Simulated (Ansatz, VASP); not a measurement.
## BAs: VASP beside Ansatz

INCAR

```
ALGO     = Normal         # electronic algorithm
EDIFF    = 1E-7           # SCF threshold, eV
ENCUT    = 520            # plane-wave cutoff, eV
GGA      = PE             # functional
ISIF     = 2              # what is computed and relaxed
ISMEAR   = -1             # smearing method
LASPH    = True           # aspherical terms in the spheres
LCHARG   = True           # write CHGCAR
LELF     = True           # ELF
LREAL    = False          # projectors in reciprocal space
LVHAR    = True         
LWAVE    = False          # write WAVECAR
NBANDS   = 11             # bands
NELM     = 100            # most SCF steps
PREC     = Accurate       # precision mode
SIGMA    = 0.08           # smearing width, eV
```

KPOINTS

```
k-points
0
Gamma
  14 14 14
```

File POSCAR:

```
BAs
1.0
    0.0000000000      1.9701888146      1.9701888146
    1.9701888146      0.0000000000      1.9701888146
    1.9701888146      1.9701888146      0.0000000000
B As
1 1
Direct
    0.0000000000      0.0000000000      0.0000000000
    0.2500000000      0.2500000000      0.2500000000
```

Input for Ansatz:

```yaml
crystal:
  lattice:
    - [0.0, 1.9701888146, 1.9701888146]
    - [1.9701888146, 0.0, 1.9701888146]
    - [1.9701888146, 1.9701888146, 0.0]
  atoms:
    - { symbol: B, position: [0.0, 0.0, 0.0] }
    - { symbol: As, position: [0.25, 0.25, 0.25] }
kpoints:
  mp_grid: { grid: [14, 14, 14] }
  band_path:
    path:
      - [0.0, 0.0, 0.0]
      - [-0.5, -0.5, 0.0]
      - [-0.375, -0.375, 0.25]
      - [-0.375, 0.0, 0.375]
      - [0.0, 0.0, 0.0]
      - [0.0, 0.0, 0.5]
      - [-0.5, -0.25, 0.25]
      - [-0.5, -0.5, 0.0]
    npoints: 8
scf:
  occupations: { method: fermi_dirac, width: 0.08 }
hamiltonian:
  xc: pbe
  pseudopotentials: { kind: paw }
output:
  forces: true
  stress: true
  eigenvalues: true
  populations: true
  dos: { projected: true, de: 0.2, e_range: [-14, 8] }
  write_density: true
  write_potential: true
  elf: true
  volumetric_format: npy
```

Change from the starting cell: volume scaled by 0.55, PAW files.

Alike in both runs: task single point; functional PBE; k mesh 14 × 14 × 14; occupations fermi-dirac, width 0.08 eV; no spin polarisation.

|  | VASP | Ansatz |
| --- | --- | --- |
| version | VASP 6.6.1 | Ansatz 0.2.0 |
| potentials or method | VASP PAW PBE potentials, release 64 (B, As) | PAW with Ansatz's default frozen-core files, scalar-relativistic |
| plane-wave cutoff (eV) | 520 | 420 |
| valence electrons in the cell | 8 | 18 |

VASP gave:

| Property | Result |
| --- | --- |
| pressure (GPa) | 262.6 |

Task: What did Ansatz give for the same quantities?

Result: Pressure (GPa): 254.1.

Both programs put the cell under a high pressure, so it lies far from rest at this level. With one functional, cell and mesh, what is left measures potentials, basis and numerics. VASP's potentials hold 8 valence electrons a cell and Ansatz's 18, so a difference there can come from the potentials and not from the codes.

Noted on VASP's run: the cell as given lies far from equilibrium.
